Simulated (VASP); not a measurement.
# EuZn3 (Pm-3m) in VASP: notebook

EuZn3 is run at these levels: PBEsol; tasks: single point.

All numbers are computed with VASP 6.6.1; they aren't measurements. Logs are shortened: lines on timing, memory, paths and dates and some standing lists are left out, and cuts for length are marked.

### 1 The cell of the first run

Symmetry: Pm-3m, No. 221, cubic system. Conventional cell: a = 4.243 Å, b = 4.243 Å, c = 4.243 Å, α = 90.00°, β = 90.00°, γ = 90.00°. Within 4.0 Å of Eu (site symmetry m-3m) lie 12 Zn at 3.00 Å. Within 4.0 Å of Zn (site symmetry 4/mmm) lie 4 Eu at 3.00 Å and 8 Zn at 3.00 Å.

### 2 Single point, PBEsol, collinear spin, ferromagnetic start (19.09 Å³/atom)

Input file INCAR:

```
SYSTEM = EuZn3
  ALGO = Normal
  EDIFF = 1E-6
  ENCUT = 520
  GGA = PS
  ISIF = 2
  ISMEAR = 0
  ISPIN = 2
  LASPH = .TRUE.
  LCHARG = .FALSE.
  LMAXMIX = 6
  LORBIT = 11
  LREAL = .FALSE.
  LWAVE = .FALSE.
  MAGMOM = 7.4 0 0 0
  NBANDS = 38
  NELM = 150
  PREC = Accurate
  SIGMA = 0.05
```

Input file KPOINTS:

```
k-points
0
G
  8 8 8
  0 0 0
```

Input file POSCAR:

```
EuZn3
1.0
    4.2426585914      0.0000000000      0.0000000000
    0.0000000000      4.2426585914      0.0000000000
    0.0000000000      0.0000000000      4.2426585914
Eu Zn
1 3
Direct
    0.0000000000      0.0000000000      0.0000000000
    0.0000000000      0.5000000000      0.5000000000
    0.5000000000      0.5000000000      0.0000000000
    0.5000000000      0.0000000000      0.5000000000
```

Potentials or basis: VASP PAW PBE potentials, release 64 (Eu, Zn).

On the command line:

```console
> cat potpaw_PBE.64/Eu/POTCAR potpaw_PBE.64/Zn/POTCAR > POTCAR
> mpirun -np 1 vasp_std > vasp.out
```

OUTCAR:

```text
SYSTEM = EuZn3
   EDIFF = 1E-6
   ENCUT = 520
   GGA = PS
   ISIF = 2
   ISMEAR = 0
   ISPIN = 2
   LASPH = .TRUE.
   LORBIT = 11
   LREAL = .FALSE.
   NELM = 150
   PREC = Accurate

 ion  position               nearest neighbor table
   1  0.000  0.000  0.000-   2 3.00   3 3.00   4 3.00   2 3.00   4 3.00   2 3.00   3 3.00   2 3.00
                             3 3.00   4 3.00   4 3.00   3 3.00
   2  0.000  0.500  0.500-   1 3.00   3 3.00   4 3.00   1 3.00   3 3.00   1 3.00   4 3.00   1 3.00
                             3 3.00   4 3.00   3 3.00   4 3.00
   3  0.500  0.500  0.000-   1 3.00   2 3.00   4 3.00   2 3.00   4 3.00   1 3.00   4 3.00   4 3.00
                             1 3.00   2 3.00   2 3.00   1 3.00
   4  0.500  0.000  0.500-   1 3.00   2 3.00   3 3.00   1 3.00   3 3.00   2 3.00   3 3.00   3 3.00
                             1 3.00   2 3.00   1 3.00   2 3.00

  LATTYP: Found a simple cubic cell.
 ALAT       =     4.2426585914

  Lattice vectors:

 A1 = (   4.2426585914,   0.0000000000,   0.0000000000)
 A2 = (   0.0000000000,   4.2426585914,   0.0000000000)
 A3 = (   0.0000000000,   0.0000000000,   4.2426585914)

Analysis of symmetry for initial positions (statically):
=====================================================================
 Subroutine PRICEL returns:
 Original cell was already a primitive cell.

 Routine SETGRP: Setting up the symmetry group for a
 simple cubic supercell.

 Subroutine GETGRP returns: Found 48 space group operations
 (whereof 48 operations were pure point group operations)
 out of a pool of 48 trial point group operations.

The static configuration has the point symmetry O_h .

Analysis of symmetry for dynamics (positions and initial velocities):
=====================================================================
 Subroutine PRICEL returns:
 Original cell was already a primitive cell.

 Routine SETGRP: Setting up the symmetry group for a
 simple cubic supercell.

 Subroutine GETGRP returns: Found 48 space group operations
 (whereof 48 operations were pure point group operations)
 out of a pool of 48 trial point group operations.

The dynamic configuration has the point symmetry O_h .

Analysis of structural, dynamic, and magnetic symmetry:
=====================================================================
 Subroutine PRICEL returns:
 Original cell was already a primitive cell.

 Routine SETGRP: Setting up the symmetry group for a
 simple cubic supercell.

 Subroutine GETGRP returns: Found 48 space group operations
 (whereof 48 operations were pure point group operations)
[... 136 lines left out ...]
   LRPA    =     F    only Hartree local field effects (RPA)
 spin polarized calculation
 Gauss-broadening in eV      SIGMA  =   0.05
  energy-cutoff  :      520.00
  volume of cell :       76.37
 maximum number of plane-waves:      2103
 NGX is ok and might be reduce to    32
   NGX = 15   NGY = 15   NGZ = 15

 number of electron      53.0000099 magnetization       7.5087746

 Free energy of the ion-electron system (eV)
  ---------------------------------------------------
  ext. energy  EPLUGINS =         0.00000000
  ---------------------------------------------------
  free energy    TOTEN  =       -16.72385962 eV

  energy without entropy =      -16.71707485  energy(sigma->0) =      -16.72046724

 E-fermi :   2.5828     XC(G=0): -11.1686

 val. band max:        2.5825708301   @ k =   0.5000   0.3750   0.2500
 cond. band min:       2.5833621354   @ k =   0.5000   0.5000   0.3750
 fundamental gap:      0.0007913053
 Fermi energy:         2.5827575614

 spin component 1

 k-point     1 :       0.0000    0.0000    0.0000
  band No.  band energies     occupation
      1     -38.4165      1.00000
      2     -17.1791      1.00000
      3     -17.1791      1.00000
      4     -17.1791      1.00000
      5      -5.6365      1.00000
      6      -4.8286      1.00000
[... 973 lines left out ...]
     37       8.6164      0.00000
     38       9.2102      0.00000

 [... further k-points ...]

 spin component 2

 k-point     1 :       0.0000    0.0000    0.0000
  band No.  band energies     occupation
      1     -35.3812      1.00000
      2     -14.9368      1.00000
      3     -14.9368      1.00000
      4     -14.9368      1.00000
      5      -5.3384      1.00000
      6      -4.7517      1.00000
[... 973 lines left out ...]
     37       9.2271      0.00000
     38      10.1621      0.00000

 [... further k-points ...]

------------------------ aborting loop because EDIFF is reached ----------------------------------------

  FORCE on cell =-STRESS in cart. coord.  units (eV):
  Direction    XX          YY          ZZ          XY          YZ          ZX
  --------------------------------------------------------------------------------------
  -------------------------------------------------------------------------------------
  Total        1.1408270      1.1408270      1.1408270      0.0000000      0.0000000     -0.0000000
  in kB       23.9340454     23.9340454     23.9340454      0.0000000      0.0000000     -0.0000000
  external PRESSURE =      23.9340454 kB  Pullay stress =       0.0000000 kB

 VOLUME and BASIS-vectors are now :
 -----------------------------------------------------------------------------
  energy-cutoff  :      520.00
  volume of cell :       76.37
      direct lattice vectors                 reciprocal lattice vectors
     4.242658591  0.000000000  0.000000000     0.235701266  0.000000000  0.000000000
     0.000000000  4.242658591  0.000000000     0.000000000  0.235701266  0.000000000
     0.000000000  0.000000000  4.242658591     0.000000000  0.000000000  0.235701266

 POSITION                                       TOTAL-FORCE (eV/Angst)
 -----------------------------------------------------------------------------------
      0.00000      0.00000      0.00000         0.000000      0.000000      0.000000
      0.00000      2.12133      2.12133         0.000000      0.000000      0.000000
      2.12133      2.12133      0.00000         0.000000      0.000000      0.000000
      2.12133      0.00000      2.12133         0.000000      0.000000      0.000000
 -----------------------------------------------------------------------------------
    total drift:                                0.000000     -0.000000     -0.000000

  FREE ENERGIE OF THE ION-ELECTRON SYSTEM (eV)
  ---------------------------------------------------
  free  energy   TOTEN  =       -16.7238596188 eV

  energy  without entropy=      -16.7170748522  energy(sigma->0) =      -16.72046724

 total charge

# of ion       s       p       d       f       tot
--------------------------------------------------
    1        2.054   5.710   0.542   6.485  14.791
    2        0.702   0.337   9.710   0.000  10.749
    3        0.702   0.337   9.710   0.000  10.749
    4        0.702   0.337   9.710   0.000  10.749
--------------------------------------------------
tot          4.159   6.721  29.673   6.485  47.037

 magnetization (x)

# of ion       s       p       d       f       tot
--------------------------------------------------
    1       -0.006  -0.067   0.198   6.455   6.580
    2       -0.012   0.062   0.008   0.000   0.058
    3       -0.012   0.062   0.008   0.000   0.058
    4       -0.012   0.062   0.008   0.000   0.058
--------------------------------------------------
tot         -0.042   0.118   0.221   6.455   6.753
```

OSZICAR:

```text
N       E                     dE             d eps       ncg     rms          rms(c)
DAV:   1     0.338295529822E+03    0.33830E+03   -0.22316E+04  7092   0.550E+03
[... 23 lines left out ...]
DAV:  25    -0.167240819438E+02    0.22972E-03   -0.22473E-04  9502   0.168E-01    0.194E+00
DAV:  26    -0.167238821672E+02    0.19978E-03   -0.66172E-04  8560   0.322E-01    0.138E+00
DAV:  27    -0.167238650489E+02    0.17118E-04   -0.12537E-04  9024   0.101E-01    0.232E-01
DAV:  28    -0.167238587666E+02    0.62823E-05   -0.25688E-05  7108   0.679E-02    0.451E-02
DAV:  29    -0.167238637727E+02   -0.50062E-05   -0.21604E-05  6088   0.577E-02    0.443E-02
DAV:  30    -0.167238603956E+02    0.33771E-05   -0.46727E-06  5498   0.284E-02    0.313E-02
DAV:  31    -0.167238596188E+02    0.77685E-06   -0.90119E-07  3312   0.124E-02
   1 F= -.16723860E+02 E0= -.16720467E+02  d E =-.678477E-02  mag=     7.5098
```

Run time: 9.5 min. Hardware: 1 thread of Intel Xeon Platinum 8488C (Sapphire Rapids), shared host; peak memory 0.32 GiB.

Results:

```yaml
Free_energy: -16.7239 eV
Pressure: 2.4 GPa
Net_moment: 7.51 μB per cell
Site_moments: Eu +6.58; Zn +0.06 μB
Valence_electrons_inside_the_program's_atomic_spheres: Eu 14.79; Zn 10.75
```

Levels at points of the mesh, in eV from the Fermi level:
Spin up:
```
           k point  band 28  band 29  band 30  band 31  band 32  band 33
(0.00, 0.00, 0.00)    -0.41    -0.28     0.86     0.86     0.86     3.63
(0.50, 0.00, 0.00)    -0.26    -0.26    -0.25    -0.25     1.80     3.74
(0.50, 0.50, 0.00)    -0.29    -0.26    -0.25     0.77     0.77     3.52
(0.50, 0.50, 0.50)    -0.31    -0.31    -0.08    -0.06    -0.06    -0.06
```
Spin down:
| k point | band 19 | band 20 | band 21 | band 22 | band 23 | band 24 | band 25 | band 26 | band 27 | band 28 |
| --- | --- | --- | --- | --- | --- | --- | --- | --- | --- | --- |
| (0.00, 0.00, 0.00) | -6.54 | -6.54 | -0.80 | -0.80 | 0.75 | 0.75 | 0.75 | 3.82 | 3.82 | 3.82 |
| (0.50, 0.00, 0.00) | -6.54 | -5.40 | -5.21 | 0.25 | 0.25 | 0.46 | 1.18 | 3.44 | 3.44 | 3.92 |
| (0.50, 0.50, 0.00) | -6.77 | -4.98 | -2.86 | -2.86 | -2.09 | 1.44 | 1.44 | 3.56 | 3.80 | 3.80 |
| (0.50, 0.50, 0.50) | -6.60 | -2.83 | -2.83 | -2.83 | -2.11 | 0.27 | 0.27 | 0.27 | 4.29 | 4.29 |

Caveat: the PAW data sets were made with another functional, which shifts forces and pressure a little; spin-orbit coupling is left out, which moves the levels of the heavy elements; semilocal functionals describe open f shells poorly, which spoils levels, moments and volumes.

### 3 Single point, PBEsol, collinear spin, ferromagnetic start (19.49 Å³/atom)

This run uses another cell than the first one, of 19.49 Å³/atom.

Input file INCAR:

```
ALGO     = Normal         # electronic algorithm
EDIFF    = 1E-6           # SCF threshold, eV
ENCUT    = 520            # plane-wave cutoff, eV
GGA      = PS             # functional
ISIF     = 2              # what is computed and relaxed
ISMEAR   = 0              # smearing method
ISPIN    = 2              # spin polarisation
LASPH    = T              # aspherical terms in the spheres
LCHARG   = T              # write CHGCAR
LELF     = T              # ELF
LMAXMIX  = 6              # l up to which the mixer works
LORBIT   = 11             # projections on sites
LREAL    = F              # projectors in reciprocal space
LVHAR    = T            
LWAVE    = F              # write WAVECAR
MAGMOM   = 7.41 0 0 0     # initial moments
NBANDS   = 38             # bands
NELM     = 150            # most SCF steps
PREC     = Accurate       # precision mode
SIGMA    = 0.05           # smearing width, eV
```

Input file KPOINTS:

```
k-points
0
Gamma
  8 8 8
```

Input file POSCAR:

```
EuZn3
1.0
    4.2719192305      0.0000000000      0.0000000000
    0.0000000000      4.2719192305      0.0000000000
    0.0000000000      0.0000000000      4.2719192305
Eu Zn
1 3
Direct
    0.0000000000      0.0000000000      0.0000000000
    0.0000000000      0.5000000000      0.5000000000
    0.5000000000      0.5000000000      0.0000000000
    0.5000000000      0.0000000000      0.5000000000
```

Potentials or basis: VASP PAW PBE potentials, release 64 (Eu, Zn).

On the command line:

```console
> cat potpaw_PBE.64/Eu/POTCAR potpaw_PBE.64/Zn/POTCAR > POTCAR
> mpirun -np 1 vasp_std > vasp.out
```

OUTCAR:

```text
EDIFF = 1E-6
   ENCUT = 520
   GGA = PS
   ISIF = 2
   ISMEAR = 0
   ISPIN = 2
   LASPH = T
   LORBIT = 11
   LREAL = F
   NELM = 150
   PREC = Accurate

 ion  position               nearest neighbor table
   1  0.000  0.000  0.000-   2 3.02   3 3.02   4 3.02   2 3.02   4 3.02   2 3.02   3 3.02   2 3.02
                             3 3.02   4 3.02   4 3.02   3 3.02
   2  0.000  0.500  0.500-   1 3.02   3 3.02   4 3.02   1 3.02   3 3.02   1 3.02   4 3.02   1 3.02
                             3 3.02   4 3.02   3 3.02   4 3.02
   3  0.500  0.500  0.000-   1 3.02   2 3.02   4 3.02   2 3.02   4 3.02   1 3.02   4 3.02   4 3.02
[... 2206 lines left out ...]
     0.000000000  0.000000000  4.271919230     0.000000000  0.000000000  0.234086823

 POSITION                                       TOTAL-FORCE (eV/Angst)
 -----------------------------------------------------------------------------------
      0.00000      0.00000      0.00000         0.000000      0.000000      0.000000
      0.00000      2.13596      2.13596         0.000000      0.000000      0.000000
      2.13596      2.13596      0.00000         0.000000      0.000000      0.000000
      2.13596      0.00000      2.13596         0.000000      0.000000      0.000000
 -----------------------------------------------------------------------------------
    total drift:                                0.000000     -0.000000     -0.000000

  FREE ENERGIE OF THE ION-ELECTRON SYSTEM (eV)
  ---------------------------------------------------
  free  energy   TOTEN  =       -16.7415341157 eV

  energy  without entropy=      -16.7347526441  energy(sigma->0) =      -16.73814338

 total charge

# of ion       s       p       d       f       tot
--------------------------------------------------
    1        2.053   5.709   0.523   6.491  14.777
    2        0.699   0.327   9.710   0.000  10.736
    3        0.699   0.327   9.710   0.000  10.736
    4        0.699   0.327   9.710   0.000  10.736
--------------------------------------------------
tot          4.150   6.691  29.653   6.491  46.986

 magnetization (x)

# of ion       s       p       d       f       tot
--------------------------------------------------
    1       -0.006  -0.068   0.192   6.463   6.581
    2       -0.012   0.060   0.007   0.000   0.055
    3       -0.012   0.060   0.007   0.000   0.055
    4       -0.012   0.060   0.007   0.000   0.055
--------------------------------------------------
tot         -0.043   0.112   0.213   6.463   6.746
```

It took 7 min on 1 thread of Intel Xeon Platinum 8488C (Sapphire Rapids), shared host; peak memory 0.33 GiB.

Results:

```yaml
Free_energy: -16.7415 eV
Pressure: 1.2 GPa
Net_moment: 7.51 μB per cell
Site_moments: Eu +6.58; Zn +0.06 μB
Valence_electrons_inside_the_program's_atomic_spheres: Eu 14.78; Zn 10.74
```

Levels at points of the mesh, in eV from the Fermi level:
Spin up:
| k point | band 27 | band 28 | band 29 | band 30 | band 31 | band 32 | band 33 | band 34 |
| --- | --- | --- | --- | --- | --- | --- | --- | --- |
| (0.00, 0.00, 0.00) | -0.40 | -0.40 | -0.28 | 0.83 | 0.83 | 0.83 | 3.59 | 3.59 |
| (0.50, 0.00, 0.00) | -0.28 | -0.25 | -0.25 | -0.23 | -0.23 | 1.70 | 3.69 | 3.69 |
| (0.50, 0.50, 0.00) | -0.28 | -0.28 | -0.26 | -0.25 | 0.78 | 0.78 | 3.47 | 4.23 |
| (0.50, 0.50, 0.50) | -0.31 | -0.31 | -0.31 | -0.08 | -0.07 | -0.07 | -0.07 | 4.69 |
Spin down:
| k point | band 21 | band 22 | band 23 | band 24 | band 25 | band 26 |
| --- | --- | --- | --- | --- | --- | --- |
| (0.00, 0.00, 0.00) | -0.82 | -0.82 | 0.74 | 0.74 | 0.74 | 3.83 |
| (0.50, 0.00, 0.00) | -5.16 | 0.27 | 0.27 | 0.48 | 1.11 | 3.42 |
| (0.50, 0.50, 0.00) | -2.88 | -2.88 | -2.06 | 1.44 | 1.44 | 3.55 |
| (0.50, 0.50, 0.50) | -2.83 | -2.83 | -2.04 | 0.23 | 0.23 | 0.23 |

Caveat: the PAW data sets were made with another functional, which shifts forces and pressure a little; spin-orbit coupling is left out, which moves the levels of the heavy elements; semilocal functionals describe open f shells poorly, which spoils levels, moments and volumes. The state reached can hang on the start; a lower one may exist.
